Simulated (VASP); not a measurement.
PbS, 2 atoms in the cell. Symmetry: R3m, No. 160, trigonal system. The conventional cell has a = 4.224 Å, b = 4.224 Å, c = 9.938 Å, α = 90.00°, β = 90.00°, γ = 120.00°. Within 3.9 Å of Pb (site symmetry 3m) lie 6 S at 2.94 to 2.95 Å. S (site symmetry 3m) has 6 Pb at 2.94 to 2.95 Å within 3.9 Å. 

* Program: VASP 6.6.1
* Task: single point
* Functional: r2SCAN
* Potentials or basis: VASP PAW PBE potentials, release 64 (Pb_d, S)
* Cutoff: 520 eV
* k mesh: 9 × 9 × 9
* Occupations: gaussian, width 0.05 eV
* Spin: no spin polarisation
* Dipole correction: no
* Further INCAR settings: ALGO = Normal; EDIFF = 1e-07; NBANDS = 17

Potentials or basis: VASP PAW PBE potentials, release 64 (Pb_d, S).

Run with:

```bash
$ cat potpaw_PBE.64/Pb_d/POTCAR potpaw_PBE.64/S/POTCAR > POTCAR
$ cp INCAR.step1 INCAR
$ mpirun -np 1 vasp_std > vasp.out
$ cp INCAR.step2 INCAR
$ mpirun -np 1 vasp_std > vasp.out
```

Hardware: 1 thread of Intel(R) Xeon(R) 6975P-C (Granite Rapids), on a shared host.

**Question.** How long does it take, and how much memory?

**Answer.** Run time: 93 s on 1 thread of Intel(R) Xeon(R) 6975P-C (Granite Rapids), with other jobs on the host, peak memory 0.23 GiB. Counts: k points 85.
